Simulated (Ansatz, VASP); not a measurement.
AlCrC2N2 in VASP and in Ansatz

INCAR

```
SYSTEM = AlCrC2N2
  ALGO = Normal
  EDIFF = 1E-7
  EDIFFG = -0.04
  ENCUT = 600
  GGA = PE
  IBRION = 2
  ISIF = 3
  ISMEAR = 0
  ISPIN = 2
  LASPH = .True.
  LCHARG = .False.
  LMAXMIX = 4
  LORBIT = 11
  LREAL = .False.
  LWAVE = .False.
  MAGMOM = 0 2.85 0 0 0 0
  NELM = 150
  NSW = 90
  PREC = Accurate
  SIGMA = 0.1
```

KPOINTS

```
k-points
0
Gamma
  4 4 6
  0 0 0
```

The input POSCAR:

```
AlCrC2N2
1.0
    5.2948449554     -2.6665784198      0.0000000000
    5.2948449554      2.6665784198      0.0000000000
   -0.8819223721      0.0000000000      2.9790692371
Al Cr C N
1 1 2 2
Direct
    0.0000000000      0.0000000000      0.0000000000
    0.5000000000      0.5000000000      0.5000000000
    0.8051015055      0.8051015055      0.8075367779
    0.1948984945      0.1948984945      0.1924632221
    0.6894257423      0.6894257423      0.6915831130
    0.3105742577      0.3105742577      0.3084168870
```

Input for Ansatz:

```yaml
crystal:
  lattice:
    - [5.2948449554, -2.6665784198, 0.0]
    - [5.2948449554, 2.6665784198, 0.0]
    - [-0.8819223721, 0.0, 2.9790692371]
  atoms:
    - { symbol: Al, position: [0.0, 0.0, 0.0] }
    - { symbol: Cr, position: [0.5, 0.5, 0.5], spin: 2.85 }
    - { symbol: C, position: [0.8051015055, 0.8051015055, 0.8075367779] }
    - { symbol: C, position: [0.1948984945, 0.1948984945, 0.1924632221] }
    - { symbol: "N", position: [0.6894257423, 0.6894257423, 0.691583113] }
    - { symbol: "N", position: [0.3105742577, 0.3105742577, 0.308416887] }
basis:
  ecutwfc: 420
kpoints:
  mp_grid: { grid: [4, 4, 6] }
hamiltonian:
  xc: pbe
scf:
  occupations: { method: gaussian, width: 0.1 }
  lower_state_search: "off"
output:
  forces: true
  stress: true
  eigenvalues: true
  populations: true
magnetization:
  spin_polarized: true
relax:
  adjacent_minimum: "off"
  f_tol: 0.04
  max_steps: 70
  cell: { stress_tol: 0.4 }
```

Alike in both runs: task relaxation of cell and atoms; functional PBE; k mesh 4 × 4 × 6; occupations gaussian, width 0.1 eV; collinear spin.

```csv
,VASP,Ansatz
version,VASP 6.6.1,Ansatz 0.2.0
potentials or method,"VASP PAW PBE potentials, release 64 (Al, Cr_pv, C, N), cutoff 600 eV","scalar-relativistic, plane waves, PAW"
valence electrons in the cell,33,35
```

Ansatz gave:

```
gap on the k mesh at the Fermi level, each at its own relaxed structure (eV)  : none
net moment per atom (μB)                                                      : 0.58
size of the moment on the site where the two differ most (μB)                 : 2.59
relaxed volume (Å³/atom)                                                      : 14.01
relaxed length of the cell vector where the two differ most in proportion (Å) : 3.127
```

Q: What did VASP give for the same quantities?

A: gap on the k mesh at the Fermi level, each at its own relaxed structure (eV): none; net moment per atom (μB): 0.58; size of the moment on the site where the two differ most (μB): 3.23; relaxed volume (Å³/atom): 13.97; relaxed length of the cell vector where the two differ most in proportion (Å): 3.116.

Site moments also hang on the region over which each program counts them. A gap of «none» marks a metal or a gap that the smearing closes. VASP's potentials hold 33 valence electrons a cell and Ansatz's 35, so a difference there can come from the potentials and not from the codes.

Noted on VASP's run: the standard files for N, O and F lose accuracy on very short bonds.
